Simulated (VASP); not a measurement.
Input of a VASP 6.6.1 run:

The input POSCAR:

```
TaN
1.0
    2.8982924298      0.0000000000      0.0000000000
   -1.4491462149      2.5099948717      0.0000000000
    0.0000000000      0.0000000000      2.8440357641
Ta N
1 1
Direct
    0.0000000000      0.0000000000      0.5000000000
    0.6666666667      0.3333333333      0.0000000000
```

File INCAR.step1:

```
ALGO     = Normal         # electronic algorithm
EDIFF    = 1E-4           # SCF threshold, eV
ENCUT    = 520            # plane-wave cutoff, eV
GGA      = PE             # functional
ISMEAR   = -1             # smearing method
LASPH    = True           # aspherical terms in the spheres
LCHARG   = False          # write CHGCAR
LREAL    = False          # projectors in reciprocal space
LWAVE    = True           # write WAVECAR
NBANDS   = 15             # bands
NELM     = 60             # most SCF steps
PREC     = Accurate       # precision mode
SIGMA    = 0.05           # smearing width, eV
```

The input INCAR.step2:

```
ALGO     = Normal         # electronic algorithm
EDIFF    = 1E-7           # SCF threshold, eV
ENCUT    = 520            # plane-wave cutoff, eV
ISIF     = 2              # what is computed and relaxed
ISMEAR   = -1             # smearing method
ISTART   = 1            
LASPH    = True           # aspherical terms in the spheres
LCHARG   = True           # write CHGCAR
LELF     = True           # ELF
LMIXTAU  = True         
LREAL    = False          # projectors in reciprocal space
LVHAR    = True         
LWAVE    = False          # write WAVECAR
METAGGA  = R2SCAN         # meta-GGA
NBANDS   = 15             # bands
NELM     = 60             # most SCF steps
PREC     = Accurate       # precision mode
SIGMA    = 0.05           # smearing width, eV
```

The input KPOINTS:

```
k-points
0
Gamma
  10 10 9
```

Potentials or basis: VASP PAW PBE potentials, release 64 (Ta_pv, N).

Command:

```sh
$ cat potpaw_PBE.64/Ta_pv/POTCAR potpaw_PBE.64/N/POTCAR > POTCAR
$ cp INCAR.step1 INCAR
$ mpirun -np 1 vasp_std > vasp.out
$ cp INCAR.step2 INCAR
$ mpirun -np 1 vasp_std > vasp.out
```

Question: Predict the band gap on the k mesh.

Answer: Zero (band 8 reaches 8.94 eV, above the bottom of band 9 at 8.59 eV).

Question: What does it give for the pressure?

Answer: 17.7 GPa.

Stress tensor (GPa, compression positive):
```
16.78  0.00  0.00
 0.00 16.78  0.00
 0.00  0.00 19.55
```

Caveat: the PAW data sets were made with another functional, which shifts forces and pressure a little; spin-orbit coupling is left out, which moves the levels of the heavy elements.
